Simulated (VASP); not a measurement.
# Al2O3 (P-6m2) in VASP: further runs, part 3 of 3

VASP 6.6.1. The steps go on from the part before.

### 6 Single point, PBE+D3(BJ)

This run uses another cell than the first one, of 10.81 Å³/atom, 1.022 times its volume.

Input file INCAR:

```
  PREC = Accurate
  ENCUT = 520
  EDIFF = 1E-7
  ISMEAR = 0
  SIGMA = 0.05
  LREAL = False
  LASPH = True
  NELM = 100
  ALGO = Normal
  ISIF = 2
  LWAVE = False
  LCHARG = False
  GGA = PE
  IVDW = 12
  NBANDS = 20
```

Input file KPOINTS:

```
regular mesh
0
Gamma
  9 9 4
```

Input file POSCAR:

```
Al2O3
1.0
    2.9245000000      0.0000000000      0.0000000000
   -1.4622500000      2.5326912934      0.0000000000
    0.0000000000      0.0000000000      7.2962596973
Al O
2 3
Direct
    0.0000000000      0.0000000000      0.1907358529
    0.0000000000      0.0000000000      0.8092641471
    0.3333333333      0.6666666667      0.2840924954
    0.6666666667      0.3333333333      0.0000000000
    0.3333333333      0.6666666667      0.7159075046
```

Potentials or basis: VASP PAW PBE potentials, release 64 (Al, O).

Started as:

```bash
$ cat potpaw_PBE.64/Al/POTCAR potpaw_PBE.64/O/POTCAR > POTCAR
$ mpirun -np 1 vasp_std > vasp.out
```

OUTCAR:

```text
PREC = Accurate
   ENCUT = 520
   EDIFF = 1E-7
   ISMEAR = 0
   LREAL = False
   LASPH = True
   NELM = 100
   ISIF = 2
   GGA = PE
   IVDW = 12
 IVDW          = 12

 ion  position               nearest neighbor table
   1  0.000  0.000  0.191-   3 1.82   3 1.82   3 1.82   4 2.19   4 2.19   4 2.19   2 2.78
   2  0.000  0.000  0.809-   5 1.82   5 1.82   5 1.82   4 2.19   4 2.19   4 2.19   1 2.78
   3  0.333  0.667  0.284-   1 1.82   1 1.82   1 1.82
   4  0.667  0.333  0.000-   1 2.19   2 2.19   1 2.19   2 2.19   1 2.19   2 2.19
   5  0.333  0.667  0.716-   2 1.82   2 1.82   2 1.82

  LATTYP: Found a hexagonal cell.
 ALAT       =     2.9245000000
 C/A-ratio  =     2.4948742340

  Lattice vectors:

 A1 = (   2.9245000000,   0.0000000000,   0.0000000000)
 A2 = (  -1.4622500000,   2.5326912934,   0.0000000000)
 A3 = (   0.0000000000,   0.0000000000,   7.2962596973)

Analysis of symmetry for initial positions (statically):
=====================================================================
 Subroutine PRICEL returns:
 Original cell was already a primitive cell.

[... 179 lines left out ...]
 cond. band min:       7.5465016633   @ k =   0.0000   0.0000   0.0000
 fundamental gap:      4.0103382674
 Fermi energy:         3.7898787958

 k-point     1 :       0.0000    0.0000    0.0000
  band No.  band energies     occupation
      1     -15.2993      2.00000
      2     -14.1771      2.00000
      3     -13.1556      2.00000
      4      -1.4715      2.00000
      5       0.9370      2.00000
      6       1.7764      2.00000
[... 541 lines left out ...]
     19      16.2072      0.00000
     20      16.7579      0.00000

 [... further k-points ...]

------------------------ aborting loop because EDIFF is reached ----------------------------------------

 Edisp (eV)   -0.93289

 E8    (eV) :    -0.3526

  FORCE on cell =-STRESS in cart. coord.  units (eV):
  Direction    XX          YY          ZZ          XY          YZ          ZX
  --------------------------------------------------------------------------------------
  -------------------------------------------------------------------------------------
  Total      -3.62661    -3.62661    -0.64605     0.00000    -0.00000     0.00000
  in kB    -107.51696  -107.51696   -19.15330     0.00000    -0.00000     0.00000
  external pressure =      -78.06 kB  Pullay stress =        0.00 kB

 VOLUME and BASIS-vectors are now :
 -----------------------------------------------------------------------------
  energy-cutoff  :      520.00
  volume of cell :       54.04
      direct lattice vectors                 reciprocal lattice vectors
     2.924500000  0.000000000  0.000000000     0.341938793  0.197418454  0.000000000
    -1.462250000  2.532691293  0.000000000     0.000000000  0.394836908  0.000000000
     0.000000000  0.000000000  7.296259697     0.000000000  0.000000000  0.137056525

 POSITION                                       TOTAL-FORCE (eV/Angst)
 -----------------------------------------------------------------------------------
      0.00000      0.00000      1.39166         0.000000      0.000000      0.419369
      0.00000      0.00000      5.90460         0.000000      0.000000     -0.419369
     -0.00000      1.68846      2.07281         0.000000     -0.000000     -0.438056
      1.46225      0.84423      0.00000        -0.000000     -0.000000     -0.000000
     -0.00000      1.68846      5.22345         0.000000      0.000000      0.438056
 -----------------------------------------------------------------------------------
    total drift:                               -0.000000      0.000000     -0.000000

  FREE ENERGIE OF THE ION-ELECTRON SYSTEM (eV)
  ---------------------------------------------------
  free  energy   TOTEN  =       -37.2469582923 eV

  energy  without entropy=      -37.2469582923  energy(sigma->0) =      -37.24695829
```

stdout:

```text
POSCAR found type information on POSCAR AlO
 POSCAR found :  2 types and       5 ions
 scaLAPACK will be used
 LDA part: xc-table for (Slater+PW92), standard interpolation
 POSCAR, INCAR and KPOINTS ok, starting setup
 FFT: planning ... GRIDC
 FFT: planning ... GRID_SOFT
 FFT: planning ... GRID
 WAVECAR not read
 entering main loop
```

It took 26 s on 1 thread of AMD EPYC 9R45 (Zen 5), shared host; peak memory 0.17 GiB.

Results:

| Property | Result |
| --- | --- |
| Free energy | -37.2470 eV |
| Pressure | -7.8 GPa |
| Largest force | 0.438 eV/Å |
| Band gap on the k mesh | 4.01 eV, indirect (least direct gap 4.10 eV) |
| Dispersion energy per atom | -0.187 eV |

Forces in eV/Å, atoms in the order of the input:
```
Al   0.000  0.000  0.419
Al   0.000  0.000 -0.419
O    0.000  0.000 -0.438
O    0.000  0.000  0.000
O    0.000  0.000  0.438
```

A k mesh can miss the band edges.

### 7 Summary

```csv
cell,gap on the mesh (eV),pressure (GPa),largest force (eV/Å)
"a = 2.810, b = 2.810, c = 7.734 Å, angles 90.0, 90.0, 120.0°, 5 atoms",5.04,1.8,0.98
"a = 2.953, b = 2.953, c = 7.077 Å, angles 90.0, 90.0, 120.0°, 5 atoms",3.65,-8.0,0.95
"a = 2.867, b = 2.867, c = 7.515 Å, angles 90.0, 90.0, 120.0°, 5 atoms",4.58,-3.5,0.40
"a = 2.838, b = 2.838, c = 7.734 Å, angles 90.0, 90.0, 120.0°, 5 atoms",4.82,-2.5,0.73
"a = 2.925, b = 2.925, c = 7.296 Å, angles 90.0, 90.0, 120.0°, 5 atoms",4.01,-7.8,0.44
```

Alike in all rows: task single point; level PBE+D3(BJ); potentials or basis VASP PAW PBE potentials, release 64 (Al, O); no spin polarisation; k mesh 9 × 9 × 4; cutoff (eV) 520; smearing gaussian 0.05 eV.

Absolute energies hang on the potentials; compare differences alone.
